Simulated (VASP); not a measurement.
The system is ScSbS3.

```
Sc Sb S
1.0
     4.04304    0.00000    0.00000
     0.00000    4.04304    0.00000
     0.00000    0.00000    8.01475
Sc Sb S
1 1 3
Direct
  0.00000 0.00000 0.50000
  0.50000 0.50000 0.50000
  0.50000 0.50000 0.77102
  0.50000 0.50000 0.22898
  0.50000 0.50000 0.00000
```

| Quantity | Value |
| --- | --- |
| Program | VASP 6.6.1 |
| Task | relaxation of cell and atoms |
| Functional | PBE |
| Potentials or basis | VASP PAW PBE potentials, release 64 (Sc_sv, Sb, S) |
| Cutoff | 600 eV |
| k mesh | 4 × 4 × 2 |
| Occupations | gaussian, width 0.1 eV |
| Spin | no spin polarisation |

At the start: pressure 23.1 GPa; volume 26.20 Å³/atom.

**Question.** How do energy, volume and symmetry change on relaxing?

**Answer.** Over 8 steps the energy falls by 721.8 meV/atom and the volume is 30.72 Å³/atom (+17.2 %); space group P4/mmm (No. 123, to 0.05 Å).

The path:
| step | energy change (eV) | largest force (eV/Å) | pressure (GPa) | volume (Å³) |
| --- | --- | --- | --- | --- |
| 1 | 0.0000 | 0.4465 | 23.11 | 131.01 |
| 2 | -0.0346 | 0.7632 | -5.95 | 202.78 |
| 3 | -3.4871 | 0.6922 | -2.03 | 159.02 |
| 4 | -3.5608 | 0.6050 | -1.12 | 156.40 |
| 5 | -3.5863 | 0.5143 | -0.06 | 153.72 |
| 6 | -3.5858 | 0.5289 | -0.24 | 154.18 |
| 7 | -3.6030 | 0.2562 | -0.14 | 153.89 |
| 8 | -3.6091 | 0.0141 | 0.03 | 153.59 |

Final structure:
```xyz
5
Lattice="4.0330 0.0000 0.0000 0.0000 4.0330 0.0000 0.0000 0.0000 9.4430" Properties=species:S:1:pos:R:3 pbc="T T T"
Sc    0.0000    0.0000    4.7215
Sb    2.0165    2.0165    4.7215
S     2.0165    2.0165    7.3116
S     2.0165    2.0165    2.1314
S     2.0165    2.0165    0.0000
```

Caveat: the k points lie up to 0.39 Å⁻¹ apart in the final cell; the volume moved by over 15 % at a fixed basis, so the end points are rough.
